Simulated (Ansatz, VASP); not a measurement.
## Two plane-wave programs on Ta

```
Ta
1.0
    -1.66779    1.63477    1.65128
     1.66779   -1.63477    1.65128
     1.66779    1.63477   -1.65128
Ta
1
Direct
  0.00000 0.00000 0.00000
```

Change from the starting cell: strain +0.0100 x Voigt [1, -1, 0, 0, 0, 0], atoms carried along.

Alike in both runs: task single point; functional PBEsol; k mesh 20 × 20 × 20; occupations gaussian, width 0.15 eV; no spin polarisation.

|  | VASP | Ansatz |
| --- | --- | --- |
| version | VASP 6.6.1 | Ansatz 0.2.0 |
| potentials or method | VASP PAW PBE potentials, release 64 (Ta_pv), cutoff 520 eV | scalar-relativistic, plane waves, PAW |
| valence electrons in the cell | 11 | 13 |

```tsv
	VASP	Ansatz	Ansatz less VASP
gap on the k mesh at the Fermi level (eV)	none	none	-
pressure (GPa)	-3.6	-3.7	-0.18
traceless stress, the component that is largest in VASP (GPa)	1.22	1.22	+0.002
```

VASP's potentials were made for PBE, not for PBEsol. A gap of «none» marks a metal or a gap that the smearing closes. VASP's potentials hold 11 valence electrons a cell and Ansatz's 13, so a difference there can come from the potentials and not from the codes.

Neither program's run includes spin-orbit coupling.
